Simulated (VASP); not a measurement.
Input of a VASP 6.6.1 run:

File POSCAR:

```
SiC
1.0
    3.0950000000      0.0000000000      0.0000000000
   -1.5475000000      2.6803486247      0.0000000000
    0.0000000000      0.0000000000     15.1700000000
Si C
6 6
Direct
    0.0000000000      0.0000000000      0.1250000000
    0.0000000000      0.0000000000      0.6250000000
    0.3333333333      0.6666666667      0.2917000000
    0.6666666667      0.3333333333      0.7917000000
    0.3333333333      0.6666666667      0.9583000000
    0.6666666667      0.3333333333      0.4583000000
    0.0000000000      0.0000000000      0.0000000000
    0.0000000000      0.0000000000      0.5000000000
    0.3333333333      0.6666666667      0.1667000000
    0.6666666667      0.3333333333      0.6667000000
    0.3333333333      0.6666666667      0.8333000000
    0.6666666667      0.3333333333      0.3333000000
```

The input INCAR.step1:

```
SYSTEM = SiC
PREC = Accurate
ENCUT = 580
ISMEAR = -1
SIGMA = 0.01
LREAL = .FALSE.
LASPH = .TRUE.
NELM = 120
NBANDS = 36
GGA = PE
ALGO = Normal
EDIFF = 1E-5
LWAVE = .TRUE.
LCHARG = .FALSE.
GGA_COMPAT = .FALSE.
```

File INCAR.step2:

```
SYSTEM = SiC
PREC = Accurate
ENCUT = 580
EDIFF = 1E-7
ISMEAR = -1
SIGMA = 0.01
LREAL = .FALSE.
LASPH = .TRUE.
NELM = 120
ALGO = Normal
ISIF = 2
LWAVE = .FALSE.
LCHARG = .FALSE.
METAGGA = R2SCAN
LMIXTAU = .TRUE.
LEFG = .TRUE.
NBANDS = 36
ISTART = 1
GGA_COMPAT = .FALSE.
```

The input KPOINTS:

```
regular mesh
0
G
  10 10 2
  0 0 0
```

Potentials or basis: VASP PAW PBE potentials, release 64 (Si, C).

Command:

```sh
$ cat potpaw_PBE.64/Si/POTCAR potpaw_PBE.64/C/POTCAR > POTCAR
$ cp INCAR.step1 INCAR
$ mpirun -np 1 vasp_std > vasp.out
$ cp INCAR.step2 INCAR
$ mpirun -np 1 vasp_std > vasp.out
```

(1) Predict the band gap on the k mesh.

(2) Predict the pressure.

(3) Predict the largest force.

Results:

(1) 2.39 eV (least direct gap 3.54 eV).

(2) -3.6 GPa.

(3) 0.149 eV/Å.

Caveat: the cell stands under tension; without QUAD_EFG the Cq values of the log hold for a quadrupole moment of 1 mb, not for the nuclei; the PAW data sets were made with another functional, which shifts forces and pressure a little.
